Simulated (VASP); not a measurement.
Ge3P2, 5 atoms in the cell. The structure is tetragonal, space group P-4m2 (No. 115). Conventional cell: a = 3.803 Å, b = 3.803 Å, c = 7.299 Å, α = 90.00°, β = 90.00°, γ = 90.00°. Within 3.2 Å of Ge (site symmetry -4m2) lie 4 P at 2.42 Å. Within 3.5 Å of Ge (site symmetry -4m2) lie 4 Ge at 2.69 Å and 4 P at 2.88 Å. Ge (site symmetry -4m2) has 4 Ge at 2.69 Å and 4 P at 2.88 Å within 3.5 Å. Within 3.2 Å of P (site symmetry 2mm) lie 6 Ge at 2.42 to 2.88 Å.  This cell differs from its parent crystal: atoms taken out.

- Program: VASP 6.6.1
- Task: relaxation of cell and atoms
- Functional: PBE
- Potentials or basis: VASP PAW PBE potentials, release 64 (Ge_d, P)
- Cutoff: 600 eV
- k mesh: 10 × 10 × 6
- Occupations: gaussian, width 0.1 eV
- Spin: no spin polarisation
- Dipole correction: no
- Further INCAR settings: ALGO = Normal; EDIFF = 1e-07; IBRION = 2; EDIFFG = -0.01; NSW = 100; ISIF = 3

Potentials or basis: VASP PAW PBE potentials, release 64 (Ge_d, P).

Launch:

```console
$ cat potpaw_PBE.64/Ge_d/POTCAR potpaw_PBE.64/P/POTCAR > POTCAR
$ mpirun -np 1 vasp_std > vasp.out
```

Hardware: 1 thread of Intel Xeon 8259CL, with other jobs on the host.

Question: Estimate the wall time of this run.

Answer: Run time: 68 min on 1 thread of Intel Xeon 8259CL, on a shared host, peak memory 0.42 GiB. Counts: scf iterations 71, k points 84, ion steps 8.
